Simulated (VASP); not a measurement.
# Al (P6_3/mmc) in VASP: further runs

The runs below take Al through single point, with PBE+D3(BJ).

All numbers are computed with VASP 6.6.1; they aren't measurements. Logs are shortened: lines on timing, memory, paths and dates and some standing lists are left out, and cuts for length are marked.

**1. The cell of the first run**

Symmetry: P6_3/mmc, No. 194, hexagonal system. The conventional cell has a = 2.754 Å, b = 2.754 Å, c = 9.189 Å, α = 90.00°, β = 90.00°, γ = 120.00°. Al (site symmetry -3m) has 12 Al at 2.75 to 2.79 Å within 3.6 Å. Within 3.6 Å of Al (site symmetry -6m2) lie 12 Al at 2.75 to 2.79 Å.

This isn't the form of Al at room conditions, which is fcc.

**2. Single point, PBE+D3(BJ) (15.09 Å³/atom)**

Input file INCAR:

```
PREC = Accurate
ENCUT = 520
EDIFF = 1E-6
ISMEAR = 0
SIGMA = 0.15
LREAL = F
LASPH = T
NELM = 60
ALGO = Normal
ISIF = 2
LWAVE = F
LCHARG = F
GGA = PE
IVDW = 12
NBANDS = 14
```

Input file KPOINTS:

```
regular mesh
0
Gamma
  18 18 6
```

Input file POSCAR:

```
Al
1.0
    2.7542245677      0.0000000000      0.0000000000
   -1.3771122838      2.3852284433      0.0000000000
    0.0000000000      0.0000000000      9.1891948477
Al
4
Direct
    0.0000000000      0.0000000000      0.0000000000
    0.3333333333      0.6666666667      0.2500000000
    0.0000000000      0.0000000000      0.5000000000
    0.6666666667      0.3333333333      0.7500000000
```

Potentials or basis: VASP PAW PBE potentials, release 64 (Al).

On the command line:

```bash
$ cat potpaw_PBE.64/Al/POTCAR > POTCAR
$ mpirun -np 1 vasp_std > vasp.out
```

OUTCAR:

```text
PREC = Accurate
   ENCUT = 520
   EDIFF = 1E-6
   ISMEAR = 0
   LREAL = F
   LASPH = T
   NELM = 60
   ISIF = 2
   GGA = PE
   IVDW = 12
 IVDW          = 12

 ion  position               nearest neighbor table
   1  0.000  0.000  0.000-   2 2.79   4 2.79   2 2.79   4 2.79   4 2.79   2 2.79
   2  0.333  0.667  0.250-   1 2.79   3 2.79   1 2.79   3 2.79   1 2.79   3 2.79
   3  0.000  0.000  0.500-   2 2.79   4 2.79   2 2.79   4 2.79   4 2.79   2 2.79
   4  0.667  0.333  0.750-   1 2.79   3 2.79   1 2.79   3 2.79   1 2.79   3 2.79

  LATTYP: Found a hexagonal cell.
 ALAT       =     2.7542245677
 C/A-ratio  =     3.3364000000

  Lattice vectors:

 A1 = (   2.7542245677,   0.0000000000,   0.0000000000)
 A2 = (  -1.3771122838,   2.3852284433,   0.0000000000)
 A3 = (   0.0000000000,   0.0000000000,   9.1891948477)

Analysis of symmetry for initial positions (statically):
=====================================================================
 Subroutine PRICEL returns:
 Original cell was already a primitive cell.

 Routine SETGRP: Setting up the symmetry group for a
 hexagonal supercell.

 Subroutine GETGRP returns: Found 24 space group operations
 (whereof 12 operations were pure point group operations)
 out of a pool of 24 trial point group operations.

The static configuration has the point symmetry D_3d.
 The point group associated with its full space group is D_6h.

Analysis of symmetry for dynamics (positions and initial velocities):
=====================================================================
 Subroutine PRICEL returns:
 Original cell was already a primitive cell.

 Routine SETGRP: Setting up the symmetry group for a
 hexagonal supercell.

 Subroutine GETGRP returns: Found 24 space group operations
 (whereof 12 operations were pure point group operations)
 out of a pool of 24 trial point group operations.

The dynamic configuration has the point symmetry D_3d.
 The point group associated with its full space group is D_6h.

 Subroutine INISYM returns: Found 24 space group operations
 (whereof 12 operations are pure point group operations),
 and found     1 'primitive' translations

----------------------------------------------------------------------------------------

                                     Primitive cell

  volume of cell :      60.3680

  direct lattice vectors                    reciprocal lattice vectors
     2.754224568  0.000000000  0.000000000     0.363078600  0.209623527  0.000000000
    -1.377112284  2.385228443  0.000000000     0.000000000  0.419247055  0.000000000
     0.000000000  0.000000000  9.189194848     0.000000000  0.000000000  0.108823462

  length of vectors
     2.754224568  2.754224568  9.189194848     0.419247055  0.419247055  0.108823462

  position of ions in fractional coordinates (direct lattice)
     0.000000000  0.000000000  0.000000000
     0.333333333  0.666666667  0.250000000
     0.000000000  0.000000000  0.500000000
     0.666666667  0.333333333  0.750000000

  ion indices of the primitive-cell ions
   primitive index   ion index
                 1           1
                 2           2
                 3           3
                 4           4

----------------------------------------------------------------------------------------

 KPOINTS: regular mesh

Automatic generation of k-mesh.
 Grid dimensions read from file:
 generate k-points for:   18   18    6

 Generating k-lattice:

  Cartesian coordinates                     Fractional coordinates (reciprocal lattice)
     0.020171033  0.011645752  0.000000000     0.055555556  0.000000000  0.000000000
     0.000000000  0.023291503  0.000000000     0.000000000  0.055555556  0.000000000
     0.000000000  0.000000000  0.018137244     0.000000000  0.000000000  0.166666667

  Length of vectors
     0.023291503  0.023291503  0.018137244

  Shift w.r.t. Gamma in fractional coordinates (k-lattice)
     0.000000000  0.000000000  0.000000000

 Subroutine IBZKPT returns following result:
 ===========================================

 Found    148 irreducible k-points:

 Following reciprocal coordinates:
            Coordinates               Weight
  0.000000  0.000000  0.000000      1.000000
  0.055556  0.000000  0.000000      6.000000
  0.111111  0.000000  0.000000      6.000000
  0.166667  0.000000  0.000000      6.000000
  0.222222  0.000000  0.000000      6.000000
  0.277778  0.000000  0.000000      6.000000
[... 16 lines left out ...]
  0.333333  0.111111  0.000000     12.000000
  0.388889  0.111111  0.000000     12.000000
 [... further k-points ...]
   k-points           NKPTS =    148   k-points in BZ     NKDIM =    148   number of bands    NBANDS=     14
   number of dos      NEDOS =    301   number of ions     NIONS =      4
   total plane-waves  NPLWV =  28000
   dimension x,y,z NGX =    20 NGY =   20 NGZ =   70
   dimension x,y,z NGXF=    40 NGYF=   40 NGZF=  140
   ions per type =               4
   NGX,Y,Z   is equivalent  to a cutoff of  12.07, 12.07, 12.66 a.u.
   NGXF,Y,Z  is equivalent  to a cutoff of  24.14, 24.14, 25.33 a.u.
 SYSTEM =  unknown system
   PREC   = accura    normal or accurate (medium, high low for compatibility)
   ISTART =      0    job   : 0-new  1-cont  2-samecut
   ICHARG =      2    charge: 1-file 2-atom 10-const
   ISPIN  =      1    spin polarized calculation?
   LNONCOLLINEAR =      F non collinear calculations
   LSORBIT =      F    spin-orbit coupling
   LASPH  =      T    aspherical Exc in radial PAW
   ENCUT  =  520.0 eV  38.22 Ry    6.18 a.u.   5.12  5.12 17.09*2*pi/ulx,y,z
   NELM   =     60;   NELMIN=  2; NELMDL= -5     # of ELM steps
   EDIFF  = 0.1E-05   stopping-criterion for ELM
   LREAL  =      F    real-space projection
   EDIFFG = 0.1E-04   stopping-criterion for IOM
   NSW    =      0    number of steps for IOM
   IBRION =     -1    ionic relax: 0-MD 1-quasi-New 2-CG
   NFREE  =      0    steps in history (QN), initial steepest desc. (CG)
   ISIF   =      2    stress and relaxation
   ISYM   =      2    0-nonsym 1-usesym 2-fastsym
   POTIM  = 0.5000    time-step for ionic-motion
   TEBEG  =    0.0;   TEEND  =   0.0 temperature during run
   PSTRESS=    0.0 pullay stress
   NELECT =      12.0000    total number of electrons
   NUPDOWN=      -1.0000    fix difference up-down
   EMIN   =  10.00;   EMAX   =-10.00  energy-range for DOS
   EFERMI =   0.00;   METHOD = LEGACY
   ISMEAR =     0;   SIGMA  =   0.15  broadening in eV -4-tet -1-fermi 0-gaus
   EFERMI_NEDOS =   21; number of points for ismear=-14 and -15
   IALGO  =     38    algorithm
   IMIX   =      4    mixing-type and parameters
     AMIX     =   0.40;   BMIX     =  1.00
     AMIX_MAG =   1.60;   BMIX_MAG =  1.00
  volume/ion in A,a.u.               =      15.09       101.85
  Fermi-wavevector in a.u.,A,eV,Ry     =   0.955432  1.805504 12.420075  0.912850
  Thomas-Fermi vector in A             =   2.084269
   LORBIT       =      0    0 simple, 1 ext, 2 COOP (PROOUT), +10 PAW based schemes
   GGA     = PE    functional components
   LHFCALC =     F    Hartree Fock is set to
   AEXX    =    0.0000 exact exchange contribution
   IVDW    =    12    specifies the selected vdW correction
   LEPSILON=     F    determine dielectric tensor
   LRPA    =     F    only Hartree local field effects (RPA)
 non-spin polarized calculation
 Gauss-broadening in eV      SIGMA  =   0.15
  energy-cutoff  :      520.00
  volume of cell :       60.37
 maximum number of plane-waves:      1644
   NGX = 11   NGY = 11   NGZ = 35

 number of electron      12.0000000 magnetization

 Free energy of the ion-electron system (eV)
  ---------------------------------------------------
  ext. energy  EPLUGINS =         0.00000000
  ---------------------------------------------------
  free energy    TOTEN  =       -14.79158572 eV

  energy without entropy =      -14.77358091  energy(sigma->0) =      -14.78258332

 E-fermi :   8.9501     XC(G=0): -10.5243

 val. band max:        8.9443808676   @ k =   0.3333   0.3333   0.3333
 cond. band min:       8.9639794914   @ k =   0.4444   0.0556   0.3333
 fundamental gap:      0.0195986238
 Fermi energy:         8.9500710258

 k-point     1 :       0.0000    0.0000    0.0000
  band No.  band energies     occupation
      1      -2.8040      2.00000
      2      -1.0664      2.00000
      3      -1.0599      2.00000
      4       3.8879      2.00000
      5       4.1865      2.00000
      6      12.1699      0.00000
      7      12.1808      0.00000
      8      20.6813      0.00000
      9      20.6813      0.00000
     10      20.7219      0.00000
     11      20.7219      0.00000
     12      21.4151      0.00000
     13      21.6288      0.00000
     14      21.6536      0.00000

 k-point     2 :       0.0556    0.0000    0.0000
  band No.  band energies     occupation
      1      -2.7238      2.00000
      2      -0.9872      2.00000
      3      -0.9807      2.00000
      4       3.9620      2.00000
      5       4.2644      2.00000
      6      12.2340      0.00000
      7      12.2472      0.00000
      8      18.8809      0.00000
      9      19.5607      0.00000
     10      20.1644      0.00000
     11      20.2761      0.00000
     12      20.8234      0.00000
     13      20.9396      0.00000
     14      20.9555      0.00000
[... 343 lines left out ...]
      1       1.3018      2.00000
      2       2.9790      2.00000
      3       2.9810      2.00000
      4       6.5985      2.00000
      5       7.6580      2.00000
      6       8.0583      2.00000
      7       8.5795      1.99952
      8       8.9056      1.32493
      9      12.0189      0.00000
     10      13.0596      0.00000
     11      13.6373      0.00000
     12      13.8050      0.00000
     13      14.3916      0.00000
     14      16.3383      0.00000

 k-point    24 :       0.3889    0.1111    0.0000
  band No.  band energies     occupation
      1       2.4597      2.00000
      2       4.0958      2.00000
      3       4.1021      2.00000
      4       5.1780      2.00000
      5       6.9029      2.00000
      6       6.9060      2.00000
      7       8.9055      1.32557
      8       9.4106      0.00001
      9      11.3840      0.00000
     10      11.5695      0.00000
     11      12.9232      0.00000
     12      13.6105      0.00000
     13      13.9981      0.00000
     14      17.1716      0.00000

 [... further k-points ...]

------------------------ aborting loop because EDIFF is reached ----------------------------------------

 Edisp (eV)   -1.47615

 E8    (eV) :    -0.6610

  FORCE on cell =-STRESS in cart. coord.  units (eV):
  Direction    XX          YY          ZZ          XY          YZ          ZX
  --------------------------------------------------------------------------------------
  -------------------------------------------------------------------------------------
  Total       2.07865     2.07865     1.17379     0.00000    -0.00000     0.00000
  in kB      55.16769    55.16769    31.15263     0.00000    -0.00000     0.00000
  external pressure =       47.16 kB  Pullay stress =        0.00 kB

 VOLUME and BASIS-vectors are now :
 -----------------------------------------------------------------------------
  energy-cutoff  :      520.00
  volume of cell :       60.37
      direct lattice vectors                 reciprocal lattice vectors
     2.754224568  0.000000000  0.000000000     0.363078600  0.209623527  0.000000000
    -1.377112284  2.385228443  0.000000000     0.000000000  0.419247055  0.000000000
     0.000000000  0.000000000  9.189194848     0.000000000  0.000000000  0.108823462

 POSITION                                       TOTAL-FORCE (eV/Angst)
 -----------------------------------------------------------------------------------
      0.00000      0.00000      0.00000         0.000000      0.000000     -0.000000
     -0.00000      1.59015      2.29730        -0.000000      0.000000      0.000000
      0.00000      0.00000      4.59460         0.000000      0.000000     -0.000000
      1.37711      0.79508      6.89190         0.000000     -0.000000      0.000000
 -----------------------------------------------------------------------------------
    total drift:                               -0.000000      0.000000     -0.000000

  FREE ENERGIE OF THE ION-ELECTRON SYSTEM (eV)
  ---------------------------------------------------
  free  energy   TOTEN  =       -16.2677355032 eV

  energy  without entropy=      -16.2497306892  energy(sigma->0) =      -16.25873310
```

Wall time 30 s (1 thread of Intel Xeon 6975P-C (Granite Rapids), shared host); peak memory 0.23 GiB.

What came out:

* Free energy: -16.2677 eV
* Pressure: 4.7 GPa
* Band gap on the k mesh: zero (bands 6 and 7 overlap by 5.36 eV)
* Dispersion energy per atom: -0.369 eV

Stress tensor (GPa, compression positive):
```
5.52 0.00 0.00
0.00 5.52 0.00
0.00 0.00 3.12
```

Caveat: the cell stands under pressure.

**3. Single point, PBE+D3(BJ) (15.09 Å³/atom)**

Input file INCAR:

```
PREC = Accurate ; ENCUT = 520
EDIFF = 1E-6 ; ISMEAR = 0
SIGMA = 0.15 ; LREAL = False
LASPH = True ; NELM = 60
ALGO = Normal ; ISIF = 2
LWAVE = False ; LCHARG = False
GGA = PE ; IVDW = 12
NBANDS = 14
```

Input file KPOINTS:

```
Automatic mesh
0
Gamma
  18 18 6
```

Input file POSCAR:

```
Al
1.0
    2.8439725457      0.0000000000      0.0000000000
   -1.4219862728      2.4629524722      0.0000000000
    0.0000000000      0.0000000000      8.6183744025
Al
4
Direct
    0.0000000000      0.0000000000      0.0000000000
    0.3333333333      0.6666666667      0.2500000000
    0.0000000000      0.0000000000      0.5000000000
    0.6666666667      0.3333333333      0.7500000000
```

Potentials or basis: VASP PAW PBE potentials, release 64 (Al).

On the command line:

```bash
$ cat potpaw_PBE.64/Al/POTCAR > POTCAR
$ mpirun -np 1 vasp_std > vasp.out
```

Wall time 27 s (1 thread of Intel Xeon 6975P-C (Granite Rapids), shared host); peak memory 0.24 GiB.

Results (log left out):

- Free energy: -16.1873 eV
- Pressure: 5.4 GPa
- Band gap on the k mesh: zero (bands 6 and 7 overlap by 7.06 eV)
- Dispersion energy per atom: -0.369 eV

Stress tensor (GPa, compression positive):
```
 2.72  0.00  0.00
 0.00  2.72  0.00
 0.00  0.00 10.84
```

Levels at points of the mesh, in eV from the Fermi level:
| k point | band 2 | band 3 | band 4 | band 5 | band 6 | band 7 | band 8 | band 9 | band 10 | band 11 |
| --- | --- | --- | --- | --- | --- | --- | --- | --- | --- | --- |
| (0.00, 0.00, 0.00) | -9.80 | -9.80 | -4.47 | -3.54 | 5.13 | 5.16 | 10.15 | 10.15 | 10.37 | 10.37 |
| (0.50, 0.00, 0.00) | -5.76 | -4.31 | -4.21 | -3.61 | -3.49 | 0.93 | 1.37 | 2.19 | 2.38 | 5.08 |
| (0.00, 0.00, 0.50) | -11.28 | -7.38 | -7.38 | 0.21 | 0.21 | 10.52 | 10.52 | 10.52 | 10.52 | 10.54 |
| (0.50, 0.00, 0.50) | -5.41 | -5.30 | -5.30 | -1.89 | -1.89 | -1.16 | -1.16 | 5.18 | 5.18 | 5.50 |

Caveat: the cell stands under pressure.

**4. Single point, PBE+D3(BJ) (15.09 Å³/atom)**

Input file INCAR:

```
SYSTEM = Al
ALGO = Normal ; EDIFF = 1E-6
ENCUT = 520 ; GGA = PE
ISIF = 2 ; ISMEAR = 0
IVDW = 12 ; LASPH = .TRUE.
LCHARG = .FALSE. ; LREAL = .FALSE.
LWAVE = .FALSE. ; NBANDS = 14
NELM = 80 ; PREC = Accurate
SIGMA = 0.15
```

Input file KPOINTS:

```
k-points
0
G
  18 18 6
  0 0 0
```

Input file POSCAR:

```
Al
1.0
    2.7104180777      0.0000000000      0.0000000000
   -1.3552090389      2.3472909102      0.0000000000
    0.0000000000      0.0000000000      9.4886316065
Al
4
Direct
    0.0000000000      0.0000000000      0.0000000000
    0.3333333333      0.6666666667      0.2500000000
    0.0000000000      0.0000000000      0.5000000000
    0.6666666667      0.3333333333      0.7500000000
```

On the command line:

```bash
$ cat potpaw_PBE.64/Al/POTCAR > POTCAR
$ mpirun -np 1 vasp_std > vasp.out
```

Wall time 30 s (1 thread of Intel Xeon 6975P-C (Granite Rapids), shared host); peak memory 0.24 GiB.

The run converged. Its results:

```yaml
Free_energy: -16.2108 eV
Pressure: 5.4 GPa
Band_gap_on_the_k_mesh: zero (bands 6 and 7 overlap by 4.61 eV)
Dispersion_energy_per_atom: -0.369 eV
```

Stress tensor (GPa, compression positive):
```
7.71 0.00 0.00
0.00 7.71 0.00
0.00 0.00 0.65
```

Levels at points of the mesh, in eV from the Fermi level:
| k point | band 3 | band 4 | band 5 | band 6 | band 7 | band 8 | band 9 | band 10 |
| --- | --- | --- | --- | --- | --- | --- | --- | --- |
| (0.00, 0.00, 0.00) | -10.11 | -5.35 | -5.30 | 2.34 | 2.35 | 11.49 | 12.46 | 12.46 |
| (0.50, 0.00, 0.00) | -4.05 | -4.01 | -3.23 | -3.19 | 0.80 | 0.93 | 1.16 | 1.36 |
| (0.00, 0.00, 0.50) | -8.10 | -8.10 | -1.83 | -1.83 | 7.10 | 7.10 | 12.67 | 12.67 |
| (0.50, 0.00, 0.50) | -4.76 | -4.76 | -1.95 | -1.95 | -1.26 | -1.26 | 4.23 | 4.23 |

Caveat: the cell stands under pressure.

**5. Overview**

| cell | gap on the mesh (eV) | pressure (GPa) |
| --- | --- | --- |
| a = 2.754, b = 2.754, c = 9.189 Å, angles 90.0, 90.0, 120.0°, 4 atoms | none | 4.7 |
| a = 2.844, b = 2.844, c = 8.618 Å, angles 90.0, 90.0, 120.0°, 4 atoms | none | 5.4 |
| a = 2.710, b = 2.710, c = 9.489 Å, angles 90.0, 90.0, 120.0°, 4 atoms | none | 5.4 |

Alike in all rows: task single point; level PBE+D3(BJ); potentials or basis VASP PAW PBE potentials, release 64 (Al); no spin polarisation; k mesh 18 × 18 × 6; cutoff (eV) 520; smearing gaussian 0.15 eV.

Caveats: the cell stands under pressure.

Total energies depend on the potentials used, so only differences within one code and one set of settings carry meaning.
